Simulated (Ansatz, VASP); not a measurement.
Two plane-wave programs on NaCl

```
Na Cl
1.0
     0.00000    2.80273    2.80273
     2.80273    0.00000    2.80273
     2.80273    2.80273    0.00000
Na Cl
1 1
Direct
  0.00000 0.00000 0.00000
  0.50000 0.50000 0.50000
```

Alike in both runs: task single point; functional r2SCAN; k mesh 6 × 6 × 6; occupations fermi-dirac, width 0.2 eV; no spin polarisation.

|  | VASP | Ansatz |
| --- | --- | --- |
| version | VASP 6.6.1 | Ansatz 0.2.0 |
| potentials or method | VASP PAW PBE potentials, release 64 (Na_sv, Cl) | plane waves |
| plane-wave cutoff (eV) | 1250 | 500 |
| valence electrons in the cell | 16 | 16 |

|  | VASP | Ansatz | Ansatz less VASP |
| --- | --- | --- | --- |
| pressure (GPa) | 0.0 | 0.0 | +0.06 |

VASP's potentials were made for PBE, not for r2SCAN.
